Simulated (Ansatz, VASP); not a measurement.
One calculation of ZnAu, two programs

```xyz
2
Lattice="3.1470 0.0000 0.0000 0.0000 3.1470 0.0000 0.0000 0.0000 3.1470" Properties=species:S:1:pos:R:3 pbc="T T T"
Au    0.0000    0.0000    0.0000
Zn    1.5735    1.5735    1.5735
```

Alike in both runs: functional RPBE; k mesh 5 × 5 × 5; occupations fermi-dirac, width 0.05 eV; no spin polarisation.

```csv
,VASP,Ansatz
version,VASP 6.6.1,Ansatz 0.2.0
potentials or method,"VASP PAW PBE potentials, release 64 (Au, Zn)",Ansatz PAW
plane-wave cutoff (eV),520,420
valence electrons in the cell,23,31
task,single point,band structure
```

Ansatz gave:

| Property | Result |
| --- | --- |
| gap on the k mesh at the Fermi level (eV) | none |
| pressure (GPa) | 9.3 |

Q: What did VASP give for the same quantities?

A: gap on the k mesh at the Fermi level (eV): none; pressure (GPa): 9.5.

VASP's potentials were made for PBE, not for RPBE. A gap of «none» marks a metal or a gap that the smearing closes. VASP's potentials hold 23 valence electrons a cell and Ansatz's 31, so a difference there can come from the potentials and not from the codes.

The k mesh is coarse, so the values compare programs but aren't converged. Spin-orbit coupling is off throughout.
